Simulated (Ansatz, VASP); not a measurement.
## Two plane-wave programs on Mo

```xyz
1
Lattice="-1.5946 1.5710 1.5710 1.5946 -1.5710 1.5710 1.5946 1.5710 -1.5710" Properties=species:S:1:pos:R:3 pbc="T T T"
Mo    0.0000    0.0000    0.0000
```

Change from the starting cell: strain +0.0150 x Voigt [1, 0, 0, 0, 0, 0], atoms carried along.

Alike in both runs: task single point; functional r2SCAN; k mesh 22 × 22 × 22; occupations gaussian, width 0.15 eV; no spin polarisation.

```csv
,VASP,Ansatz
version,VASP 6.6.1,Ansatz 0.2.0
potentials or method,"VASP PAW PBE potentials, release 64 (Mo_sv), cutoff 520 eV","scalar-relativistic, plane waves, PAW"
valence electrons in the cell,14,14
```

```csv
,VASP,Ansatz,Ansatz less VASP
gap on the k mesh at the Fermi level (eV),none,none,-
pressure (GPa),-0.6,-1.7,-1.11
"traceless stress, the component that is largest in VASP (GPa)",-3.16,-3.16,-0.001
```

VASP's potentials were made for PBE, not for r2SCAN. A gap of «none» marks a metal or a gap that the smearing closes.
